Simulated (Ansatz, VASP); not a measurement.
## One calculation of SrO, two programs

Contents of POSCAR:

```
SrO
1.0
    3.5471277436      0.0000000000      0.0000000000
   -1.7735638718      3.0719027365      0.0000000000
    0.0000000000      0.0000000000      6.2083420503
Sr O
2 2
Direct
    0.3333333333      0.6666666667      0.2500000000
    0.6666666667      0.3333333333      0.7500000000
    0.0000000000      0.0000000000      0.0000000000
    0.0000000000      0.0000000000      0.5000000000
```

The input INCAR.step1:

```
SYSTEM = SrO
ALGO = Normal
EDIFF = 1E-4
ENCUT = 520
GGA = PE
ISMEAR = 0
LASPH = .True.
LCHARG = .False.
LREAL = .False.
LWAVE = .True.
NBANDS = 24
NELM = 100
PREC = Accurate
SIGMA = 0.01
```

Contents of INCAR.step2:

```
SYSTEM = SrO
ALGO = Normal
EDIFF = 1E-6
ENCUT = 520
ISIF = 2
ISMEAR = 0
ISTART = 1
LASPH = .True.
LCHARG = .False.
LMIXTAU = .True.
LREAL = .False.
LWAVE = .False.
METAGGA = R2SCAN
NBANDS = 24
NELM = 100
PREC = Accurate
SIGMA = 0.01
```

The input KPOINTS:

```
k-points
0
Gamma
  12 12 4
  0 0 0
```

Input for Ansatz:

```yaml
crystal:
  lattice:
    - [3.5471277436, 0.0, 0.0]
    - [-1.7735638718, 3.0719027365, 0.0]
    - [0.0, 0.0, 6.2083420503]
  atoms:
    - { symbol: Sr, position: [0.3333333333, 0.6666666667, 0.25] }
    - { symbol: Sr, position: [0.6666666667, 0.3333333333, 0.75] }
    - { symbol: O, position: [0.0, 0.0, 0.0] }
    - { symbol: O, position: [0.0, 0.0, 0.5] }
kpoints:
  mp_grid: { grid: [12, 12, 4] }
  band_path:
    path:
      - [0.0, 0.0, 0.0]
      - [0.5, 0.0, 0.0]
      - [0.3333333333, 0.3333333333, 0.0]
      - [0.0, 0.0, 0.5]
      - [0.5, 0.0, 0.5]
      - [0.3333333333, 0.3333333333, 0.5]
      - [0.0, 0.5, 0.0]
    npoints: 1
hamiltonian:
  xc: r2scan
scf:
  occupations: { method: fixed }
  n_extra_bands: 5
output:
  forces: true
  stress: true
  eigenvalues: true
```

Alike in both runs: task single point; functional r2SCAN; k mesh 12 × 12 × 4; no spin polarisation.

|  | VASP | Ansatz |
| --- | --- | --- |
| version | VASP 6.6.1 | Ansatz 0.2.0 |
| potentials or method | VASP PAW PBE potentials, release 64 (Sr_sv, O) | plane waves, PAW |
| plane-wave cutoff (eV) | 520 | 500 |
| occupations | gaussian, width 0.01 eV | fixed |
| valence electrons in the cell | 32 | 32 |

Ansatz gave:

| Quantity | Value |
| --- | --- |
| gap on the k mesh at the Fermi level (eV) | 3.54 |
| pressure (GPa) | 0.0 |

**Question.** What did VASP give for the same quantities?

**Answer.** gap on the k mesh at the Fermi level (eV): 3.49; pressure (GPa): 0.6.

VASP's potentials were made for PBE, not for r2SCAN.
